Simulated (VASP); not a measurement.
Wanted: the native input for a VASP 6.6.1 run.

- Task: single point
- Functional: r2SCAN
- Potentials or basis: VASP PAW PBE potentials, release 64 (Sn_d, O)
- Cutoff: 520 eV
- k mesh: 10 × 10 × 10
- Occupations: gaussian, width 0.01 eV
- Spin: no spin polarisation
- Dipole correction: no
- Further INCAR settings: ALGO = Normal; EDIFF = 1e-07; NBANDS = 35

Crystal: SnO2.

```xyz
6
Lattice="-1.9996 1.9996 5.1013 1.9996 -1.9996 5.1013 1.9996 1.9996 -5.1013" Properties=species:S:1:pos:R:3 pbc="T T T"
Sn    0.0000    1.9996    2.5506
Sn    0.0000    0.0000    0.0000
O     0.0000    0.0000    8.1247
O     0.0000    1.9996    4.6285
O     0.0000    0.0000    2.0778
O     0.0000    1.9996    0.4728
```

One way to write it, as run:

POSCAR

```
SnO2
1.0
   -1.9996377057      1.9996377057      5.1012501359
    1.9996377057     -1.9996377057      5.1012501359
    1.9996377057      1.9996377057     -5.1012501359
Sn O
2 4
Direct
    0.7500000000      0.2500000000      0.5000000000
    0.0000000000      0.0000000000      0.0000000000
    0.7963396012      0.7963396012      0.0000000000
    0.9536603988      0.4536603988      0.5000000000
    0.2036603988      0.2036603988      0.0000000000
    0.5463396012      0.0463396012      0.5000000000
```

INCAR.step1

```
SYSTEM = SnO2
PREC     = Accurate       ! precision mode
ENCUT    = 520            ! plane-wave cutoff, eV
ISMEAR   = 0              ! smearing method
SIGMA    = 0.01           ! smearing width, eV
LREAL    = .False.        ! projectors in reciprocal space
LASPH    = .True.         ! aspherical terms in the spheres
NELM     = 60             ! most SCF steps
NBANDS   = 35             ! bands
GGA      = PE             ! functional
ALGO     = Normal         ! electronic algorithm
EDIFF    = 1E-4           ! SCF threshold, eV
LWAVE    = .True.         ! write WAVECAR
LCHARG   = .False.        ! write CHGCAR
```

INCAR.step2

```
SYSTEM = SnO2
PREC     = Accurate       ! precision mode
ENCUT    = 520            ! plane-wave cutoff, eV
EDIFF    = 1E-7           ! SCF threshold, eV
ISMEAR   = 0              ! smearing method
SIGMA    = 0.01           ! smearing width, eV
LREAL    = .False.        ! projectors in reciprocal space
LASPH    = .True.         ! aspherical terms in the spheres
NELM     = 60             ! most SCF steps
ALGO     = Normal         ! electronic algorithm
ISIF     = 2              ! what is computed and relaxed
LWAVE    = .False.        ! write WAVECAR
LCHARG   = .False.        ! write CHGCAR
METAGGA  = R2SCAN         ! meta-GGA
LMIXTAU  = .True.       
NBANDS   = 35             ! bands
ISTART   = 1
```

KPOINTS

```
Automatic mesh
0
Gamma
  10 10 10
  0 0 0
```

Potentials or basis: VASP PAW PBE potentials, release 64 (Sn_d, O).

Launch:

```console
$ cat potpaw_PBE.64/Sn_d/POTCAR potpaw_PBE.64/O/POTCAR > POTCAR
$ cp INCAR.step1 INCAR
$ mpirun -np 1 vasp_std > vasp.out
$ cp INCAR.step2 INCAR
$ mpirun -np 1 vasp_std > vasp.out
```

Results of the run:

```
Pressure               : 1.0 GPa
Largest force          : 0.042 eV/Å
Band gap on the k mesh : 2.36 eV (least direct gap 2.77 eV)
```

Caveat: the PAW data sets were made with another functional, which shifts forces and pressure a little; spin-orbit coupling is left out, which moves the levels of the heavy elements.

Wall time 31 min on 1 thread of AMD EPYC 9R45 96-Core Processor (Zen 5), on a shared host, peak memory 0.46 GiB.
